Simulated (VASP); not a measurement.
Set up this calculation in VASP 6.6.1, as the native input.

```yaml
Task: single point
Functional: LDA
Potentials_or_basis: VASP PAW LDA potentials, release 64 (B, N)
Cutoff: 520 eV
k_mesh: 9 × 9 × 6
Occupations: gaussian, width 0.01 eV
Spin: no spin polarisation
Dipole_correction: no
Further_INCAR_settings: ALGO = Normal; EDIFF = 1e-06; NBANDS = 16
```

The structure of BN (lda) lies in POSCAR:

```
BN
1.0
    2.5226937191      0.0000000000      0.0000000000
   -1.2613468596      2.1847168467      0.0000000000
    0.0000000000      0.0000000000      4.1743273199
B N
2 2
Direct
    0.3333333333      0.6666666667     -0.0002034900
    0.6666666667      0.3333333333      0.4997965100
    0.3333333333      0.6666666667      0.3742034900
    0.6666666667      0.3333333333      0.8742034900
```

The input as run:

INCAR

```
SYSTEM = BN
PREC = Accurate
ENCUT = 520
EDIFF = 1E-6
ISMEAR = 0
SIGMA = 0.01
LREAL = .False.
LASPH = .True.
NELM = 60
ALGO = Normal
ISIF = 2
LWAVE = .False.
LCHARG = .False.
NBANDS = 16
```

KPOINTS

```
regular mesh
0
Gamma
  9 9 6
  0 0 0
```

Potentials or basis: VASP PAW LDA potentials, release 64 (B, N).

The run is started by

```sh
$ cat potpaw_LDA.64/B/POTCAR potpaw_LDA.64/N/POTCAR > POTCAR
$ mpirun -np 1 vasp_std > vasp.out
```

Results of the run:

| Item | Value |
| --- | --- |
| Pressure | 1.2 GPa |
| Largest force | 0.003 eV/Å |
| Band gap on the k mesh | 4.90 eV, indirect (least direct gap 8.28 eV) |

It took 5.7 s on 1 thread of Intel(R) Xeon(R) 6975P-C (Granite Rapids) (shared host), peak memory 0.12 GiB.
